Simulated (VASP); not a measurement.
# ZnO in VASP: notebook

ZnO is run at these levels: PBE; tasks: single point, relaxation of cell and atoms.

All numbers are computed with VASP 6.6.1; they aren't measurements. Logs are shortened: lines on timing, memory, paths and dates and some standing lists are left out, and cuts for length are marked.

### Step 1. The cell of the first run

The typed cell holds 2 atoms: a = 2.848 Å, b = 2.848 Å, c = 4.186 Å, α = 90.00°, β = 90.00°, γ = 90.04°.

The cell was generated, and may not be a known phase.

### Step 2. Single point, PBE

INCAR reads:

```
SYSTEM = ZnO
PREC = Accurate
ENCUT = 520
EDIFF = 1E-6
ISMEAR = 0
SIGMA = 0.1
LREAL = .False.
LASPH = .True.
NELM = 60
ALGO = Normal
ISIF = 2
LWAVE = .False.
LCHARG = .False.
GGA = PE
NBANDS = 16
```

KPOINTS reads:

```
Automatic mesh
0
Gamma
  6 6 6
  0 0 0
```

POSCAR reads:

```
ZnO
1.0
    2.0132336814     -2.0145212095      0.0000000000
    2.0132336814      2.0145212095      0.0000000000
    0.0000000000      0.0000000000      4.1862706190
Zn O
1 1
Direct
    0.0000000000      0.0000000000      0.5000000000
    0.5000000000      0.5000000000      0.5000000000
```

Potentials or basis: VASP PAW PBE potentials, release 64 (Zn, O).

The run is started by

```sh
$ cat potpaw_PBE.64/Zn/POTCAR potpaw_PBE.64/O/POTCAR > POTCAR
$ mpirun -np 1 vasp_std > vasp.out
```

OUTCAR:

```text
SYSTEM = ZnO
   PREC = Accurate
   ENCUT = 520
   EDIFF = 1E-6
   ISMEAR = 0
   LREAL = .False.
   LASPH = .True.
   NELM = 60
   ISIF = 2
   GGA = PE

 ion  position               nearest neighbor table
   1  0.000  0.000  0.500-   2 2.01   2 2.01   2 2.01   2 2.01
   2  0.500  0.500  0.500-   1 2.01   1 2.01   1 2.01   1 2.01

  LATTYP: Found a base centered orthorhombic cell.
 ALAT       =     4.0264673628
 B/A-ratio  =     1.0006395324
 C/A-ratio  =     1.0396882035

  Lattice vectors:

 A1 = (   2.0132336814,  -2.0145212095,   0.0000000000)
 A2 = (   2.0132336814,   2.0145212095,   0.0000000000)
 A3 = (   0.0000000000,   0.0000000000,   4.1862706190)

Analysis of symmetry for initial positions (statically):
=====================================================================
 Subroutine PRICEL returns:
 Original cell was already a primitive cell.

 Routine SETGRP: Setting up the symmetry group for a
 base centered orthorhombic supercell.

 Subroutine GETGRP returns: Found  8 space group operations
 (whereof  8 operations were pure point group operations)
 out of a pool of  8 trial point group operations.

The static configuration has the point symmetry D_2h.

Analysis of symmetry for dynamics (positions and initial velocities):
=====================================================================
 Subroutine PRICEL returns:
 Original cell was already a primitive cell.

 Routine SETGRP: Setting up the symmetry group for a
 base centered orthorhombic supercell.

 Subroutine GETGRP returns: Found  8 space group operations
 (whereof  8 operations were pure point group operations)
 out of a pool of  8 trial point group operations.

The dynamic configuration has the point symmetry D_2h.

 Subroutine INISYM returns: Found  8 space group operations
 (whereof  8 operations are pure point group operations),
 and found     1 'primitive' translations

----------------------------------------------------------------------------------------

                                     Primitive cell

  volume of cell :      33.9565

  direct lattice vectors                    reciprocal lattice vectors
     2.013233681 -2.014521209  0.000000000     0.248356664 -0.248197933  0.000000000
     2.013233681  2.014521209  0.000000000     0.248356664  0.248197933  0.000000000
     0.000000000  0.000000000  4.186270619     0.000000000  0.000000000  0.238876100

  length of vectors
     2.848052942  2.848052942  4.186270619     0.351117140  0.351117140  0.238876100

  position of ions in fractional coordinates (direct lattice)
     0.000000000  0.000000000  0.500000000
     0.500000000  0.500000000  0.500000000

  ion indices of the primitive-cell ions
   primitive index   ion index
                 1           1
                 2           2

----------------------------------------------------------------------------------------

 KPOINTS: Automatic mesh

Automatic generation of k-mesh.
 Grid dimensions read from file:
 generate k-points for:    6    6    6

 Generating k-lattice:

  Cartesian coordinates                     Fractional coordinates (reciprocal lattice)
     0.041392777 -0.041366322  0.000000000     0.166666667  0.000000000  0.000000000
     0.041392777  0.041366322  0.000000000     0.000000000  0.166666667  0.000000000
     0.000000000  0.000000000  0.039812683     0.000000000  0.000000000  0.166666667

  Length of vectors
     0.058519523  0.058519523  0.039812683

  Shift w.r.t. Gamma in fractional coordinates (k-lattice)
     0.000000000  0.000000000  0.000000000

 Subroutine IBZKPT returns following result:
 ===========================================

 Found     52 irreducible k-points:

 Following reciprocal coordinates:
            Coordinates               Weight
  0.000000  0.000000  0.000000      1.000000
  0.166667  0.000000  0.000000      4.000000
  0.333333 -0.000000  0.000000      4.000000
  0.500000  0.000000  0.000000      2.000000
  0.166667  0.166667  0.000000      2.000000
  0.333333  0.166667  0.000000      4.000000
[... 16 lines left out ...]
  0.333333  0.333333  0.166667      4.000000
  0.500000  0.333333  0.166667      8.000000
 [... further k-points ...]
   k-points           NKPTS =     52   k-points in BZ     NKDIM =     52   number of bands    NBANDS=     16
   number of dos      NEDOS =    301   number of ions     NIONS =      2
   total plane-waves  NPLWV =  18432
   dimension x,y,z NGX =    24 NGY =   24 NGZ =   32
   dimension x,y,z NGXF=    48 NGYF=   48 NGZF=   64
   ions per type =               1   1
   NGX,Y,Z   is equivalent  to a cutoff of  14.01, 14.01, 12.71 a.u.
   NGXF,Y,Z  is equivalent  to a cutoff of  28.02, 28.02, 25.42 a.u.
 SYSTEM =  ZnO
   PREC   = accura    normal or accurate (medium, high low for compatibility)
   ISTART =      0    job   : 0-new  1-cont  2-samecut
   ICHARG =      2    charge: 1-file 2-atom 10-const
   ISPIN  =      1    spin polarized calculation?
   LNONCOLLINEAR =      F non collinear calculations
   LSORBIT =      F    spin-orbit coupling
   LASPH  =      T    aspherical Exc in radial PAW
   ENCUT  =  520.0 eV  38.22 Ry    6.18 a.u.   5.30  5.30  7.78*2*pi/ulx,y,z
   NELM   =     60;   NELMIN=  2; NELMDL= -5     # of ELM steps
   EDIFF  = 0.1E-05   stopping-criterion for ELM
   LREAL  =      F    real-space projection
   EDIFFG = 0.1E-04   stopping-criterion for IOM
   NSW    =      0    number of steps for IOM
   IBRION =     -1    ionic relax: 0-MD 1-quasi-New 2-CG
   NFREE  =      0    steps in history (QN), initial steepest desc. (CG)
   ISIF   =      2    stress and relaxation
   ISYM   =      2    0-nonsym 1-usesym 2-fastsym
   POTIM  = 0.5000    time-step for ionic-motion
   TEBEG  =    0.0;   TEEND  =   0.0 temperature during run
   PSTRESS=    0.0 pullay stress
   NELECT =      18.0000    total number of electrons
   NUPDOWN=      -1.0000    fix difference up-down
   EMIN   =  10.00;   EMAX   =-10.00  energy-range for DOS
   EFERMI =   0.00;   METHOD = LEGACY
   ISMEAR =     0;   SIGMA  =   0.10  broadening in eV -4-tet -1-fermi 0-gaus
   EFERMI_NEDOS =   21; number of points for ismear=-14 and -15
   IALGO  =     38    algorithm
   IMIX   =      4    mixing-type and parameters
     AMIX     =   0.40;   BMIX     =  1.00
     AMIX_MAG =   1.60;   BMIX_MAG =  1.00
  volume/ion in A,a.u.               =      16.98       114.57
  Fermi-wavevector in a.u.,A,eV,Ry     =   1.324925  2.503745 23.884016  1.755426
  Thomas-Fermi vector in A             =   2.454424
   LORBIT       =      0    0 simple, 1 ext, 2 COOP (PROOUT), +10 PAW based schemes
   GGA     = PE    functional components
   LHFCALC =     F    Hartree Fock is set to
   AEXX    =    0.0000 exact exchange contribution
   IVDW    =     0    specifies the selected vdW correction
   LEPSILON=     F    determine dielectric tensor
   LRPA    =     F    only Hartree local field effects (RPA)
 non-spin polarized calculation
 Gauss-broadening in eV      SIGMA  =   0.10
  energy-cutoff  :      520.00
  volume of cell :       33.96
 maximum number of plane-waves:       936
 NGX is ok and might be reduce to    24
   NGX = 11   NGY = 11   NGZ = 15

 number of electron      18.0000000 magnetization

 Free energy of the ion-electron system (eV)
  ---------------------------------------------------
  ext. energy  EPLUGINS =         0.00000000
  ---------------------------------------------------
  free energy    TOTEN  =        -8.16811100 eV

  energy without entropy =       -8.16689801  energy(sigma->0) =       -8.16750450

 E-fermi :   0.2615     XC(G=0):  -8.6736

 val. band max:        0.1921329322   @ k =   0.0000   0.0000   0.0000
 cond. band min:       0.5579481016   @ k =   0.0000   0.0000   0.1667
 fundamental gap:      0.3658151694
 Fermi energy:         0.2614919683

 k-point     1 :       0.0000    0.0000    0.0000
  band No.  band energies     occupation
      1     -18.4271      2.00000
      2      -5.9970      2.00000
      3      -5.7554      2.00000
      4      -5.5168      2.00000
      5      -5.5167      2.00000
      6      -5.2821      2.00000
[... 8 lines left out ...]
     15      17.2431      0.00000
     16      20.7244      0.00000

 k-point     2 :       0.1667    0.0000    0.0000
  band No.  band energies     occupation
      1     -18.2240      2.00000
      2      -6.1803      2.00000
      3      -5.7813      2.00000
      4      -5.7453      2.00000
      5      -5.7364      2.00000
      6      -5.5081      2.00000
[... 8 lines left out ...]
     15      17.2030      0.00000
     16      18.5480      0.00000

 k-point     3 :       0.3333   -0.0000    0.0000
  band No.  band energies     occupation
      1     -17.7715      2.00000
      2      -7.1849      2.00000
      3      -6.4485      2.00000
      4      -6.0607      2.00000
      5      -5.6147      2.00000
      6      -5.4908      2.00000
[... 8 lines left out ...]
     15      15.7800      0.00000
     16      16.3280      0.00000

 k-point     4 :       0.5000    0.0000    0.0000
  band No.  band energies     occupation
      1     -17.5146      2.00000
      2      -7.8294      2.00000
      3      -6.7061      2.00000
      4      -6.1912      2.00000
      5      -5.5480      2.00000
      6      -5.4822      2.00000
[... 8 lines left out ...]
     15      14.8288      0.00000
     16      15.6978      0.00000

 k-point     5 :       0.1667    0.1667    0.0000
  band No.  band energies     occupation
      1     -18.0500      2.00000
      2      -6.4381      2.00000
      3      -6.0545      2.00000
      4      -5.7893      2.00000
      5      -5.6293      2.00000
      6      -5.5822      2.00000
[... 8 lines left out ...]
     15      17.6359      0.00000
     16      19.1350      0.00000

 k-point     6 :       0.3333    0.1667    0.0000
  band No.  band energies     occupation
      1     -17.6708      2.00000
      2      -7.1094      2.00000
      3      -6.2515      2.00000
      4      -5.9931      2.00000
      5      -5.5811      2.00000
      6      -5.5795      2.00000
[... 8 lines left out ...]
     15      15.8872      0.00000
     16      15.9299      0.00000

 k-point     7 :       0.5000    0.1667    0.0000
  band No.  band energies     occupation
      1     -17.4620      2.00000
      2      -7.4230      2.00000
      3      -6.5333      2.00000
      4      -6.0947      2.00000
      5      -5.5608      2.00000
      6      -5.5227      2.00000
[... 8 lines left out ...]
     15      15.2756      0.00000
     16      15.2885      0.00000

 k-point     8 :      -0.3333    0.1667    0.0000
  band No.  band energies     occupation
      1     -17.6717      2.00000
      2      -7.1053      2.00000
      3      -6.2503      2.00000
      4      -5.9924      2.00000
      5      -5.5811      2.00000
      6      -5.5793      2.00000
[... 8 lines left out ...]
     15      15.8914      0.00000
     16      15.9353      0.00000

 k-point     9 :      -0.1667    0.1667    0.0000
  band No.  band energies     occupation
      1     -18.0508      2.00000
      2      -6.4346      2.00000
      3      -6.0534      2.00000
      4      -5.7883      2.00000
      5      -5.6289      2.00000
      6      -5.5822      2.00000
[... 8 lines left out ...]
     15      17.6411      0.00000
     16      19.1319      0.00000
[... 172 lines left out ...]
 k-point    19 :       0.3333    0.1667    0.1667
  band No.  band energies     occupation
      1     -17.6666      2.00000
      2      -7.1055      2.00000
      3      -6.2495      2.00000
      4      -6.0096      2.00000
      5      -5.5842      2.00000
      6      -5.5587      2.00000
[... 8 lines left out ...]
     15      15.1646      0.00000
     16      17.0543      0.00000

 k-point    20 :       0.5000    0.1667    0.1667
  band No.  band energies     occupation
      1     -17.4585      2.00000
      2      -7.4160      2.00000
      3      -6.5318      2.00000
      4      -6.1097      2.00000
      5      -5.5642      2.00000
      6      -5.5026      2.00000
[... 8 lines left out ...]
     15      15.7687      0.00000
     16      15.8885      0.00000

 k-point    21 :      -0.3333    0.1667    0.1667
  band No.  band energies     occupation
      1     -17.6675      2.00000
      2      -7.1014      2.00000
      3      -6.2483      2.00000
      4      -6.0089      2.00000
      5      -5.5841      2.00000
      6      -5.5587      2.00000
[... 8 lines left out ...]
     15      15.1691      0.00000
     16      17.0591      0.00000

 k-point    22 :      -0.1667    0.1667    0.1667
  band No.  band energies     occupation
      1     -18.0456      2.00000
      2      -6.4340      2.00000
      3      -6.0519      2.00000
      4      -5.8083      2.00000
      5      -5.6003      2.00000
      6      -5.5846      2.00000
[... 8 lines left out ...]
     15      16.3554      0.00000
     16      18.3731      0.00000

 k-point    23 :       0.3333    0.3333    0.1667
  band No.  band energies     occupation
      1     -17.4591      2.00000
      2      -6.8181      2.00000
      3      -5.8937      2.00000
      4      -5.8576      2.00000
      5      -5.7199      2.00000
      6      -5.5156      2.00000
[... 8 lines left out ...]
     15      14.1466      0.00000
     16      15.8615      0.00000

 k-point    24 :       0.5000    0.3333    0.1667
  band No.  band energies     occupation
      1     -17.3515      2.00000
      2      -6.3773      2.00000
      3      -5.9587      2.00000
      4      -5.8983      2.00000
      5      -5.7164      2.00000
      6      -5.4395      2.00000
[... 8 lines left out ...]
     15      14.3879      0.00000
     16      15.3121      0.00000

 [... further k-points ...]

------------------------ aborting loop because EDIFF is reached ----------------------------------------

  FORCE on cell =-STRESS in cart. coord.  units (eV):
  Direction    XX          YY          ZZ          XY          YZ          ZX
  --------------------------------------------------------------------------------------
  -------------------------------------------------------------------------------------
  Total        0.2318328      0.2265342      0.0479673     -0.0000000      0.0000000      0.0000000
  in kB       10.9386108     10.6886052      2.2632522     -0.0000000      0.0000000      0.0000000
  external PRESSURE =       7.9634894 kB  Pullay stress =       0.0000000 kB

 VOLUME and BASIS-vectors are now :
 -----------------------------------------------------------------------------
  energy-cutoff  :      520.00
  volume of cell :       33.96
      direct lattice vectors                 reciprocal lattice vectors
     2.013233681 -2.014521209  0.000000000     0.248356664 -0.248197933  0.000000000
     2.013233681  2.014521209  0.000000000     0.248356664  0.248197933  0.000000000
     0.000000000  0.000000000  4.186270619     0.000000000  0.000000000  0.238876100

 POSITION                                       TOTAL-FORCE (eV/Angst)
 -----------------------------------------------------------------------------------
      0.00000      0.00000      2.09314         0.000000     -0.000000      0.000000
      2.01323      0.00000      2.09314         0.000000      0.000000      0.000000
 -----------------------------------------------------------------------------------
    total drift:                                0.000000      0.000000     -0.000000

  FREE ENERGIE OF THE ION-ELECTRON SYSTEM (eV)
  ---------------------------------------------------
  free  energy   TOTEN  =        -8.1681109993 eV

  energy  without entropy=       -8.1668980083  energy(sigma->0) =       -8.16750450
```

It took 40 s on 1 thread of AMD EPYC 7R13, shared host; peak memory 0.13 GiB.

What came out:

```
Free energy            : -8.1681 eV
Pressure               : 0.8 GPa
Band gap on the k mesh : 0.03 eV (least direct gap 2.59 eV)
```

Stress tensor (GPa, compression positive):
```
1.09 0.00 0.00
0.00 1.07 0.00
0.00 0.00 0.23
```

Caveat: the smearing spreads over this small gap; semilocal functionals underestimate gaps, and a narrow one can read as zero. A k mesh can miss the band edges.

(Part 1 of 2 ends here.)

The gap in the log of VASP goes by the Fermi energy; the results here count the filled bands.